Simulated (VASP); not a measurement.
Input of a VASP 6.6.1 run:

The input INCAR:

```
PREC = Accurate ; ENCUT = 520
EDIFF = 1E-7 ; ISMEAR = -1
SIGMA = 0.05 ; LREAL = F
LASPH = T ; NELM = 100
ALGO = Normal ; ISIF = 2
LWAVE = F ; LCHARG = F
GGA = PS ; NBANDS = 15
```

The input KPOINTS:

```
Automatic mesh
0
Gamma
  7 7 7
```

POSCAR

```
BaTe
1.0
    0.0000000000      3.3353833249      3.3353833249
    3.3353833249      0.0000000000      3.3353833249
    3.3353833249      3.3353833249      0.0000000000
Ba Te
1 1
Direct
    0.0000000000      0.0000000000      0.0000000000
    0.5000000000      0.5000000000      0.5000000000
```

Potentials or basis: VASP PAW PBE potentials, release 64 (Ba_sv, Te).

Launch:

```console
$ cat potpaw_PBE.64/Ba_sv/POTCAR potpaw_PBE.64/Te/POTCAR > POTCAR
$ mpirun -np 1 vasp_std > vasp.out
```

Q: What does it give for the pressure?

A: 5.6 GPa.

Q: What does it give for the band gap on the k mesh?

A: 1.10 eV (least direct gap 1.48 eV).

Caveat: the cell stands under pressure; the PAW data sets were made with another functional, which shifts forces and pressure a little; spin-orbit coupling is left out, which moves the levels of the heavy elements; an odd mesh through Γ misses points on the zone boundary, where band edges can lie.
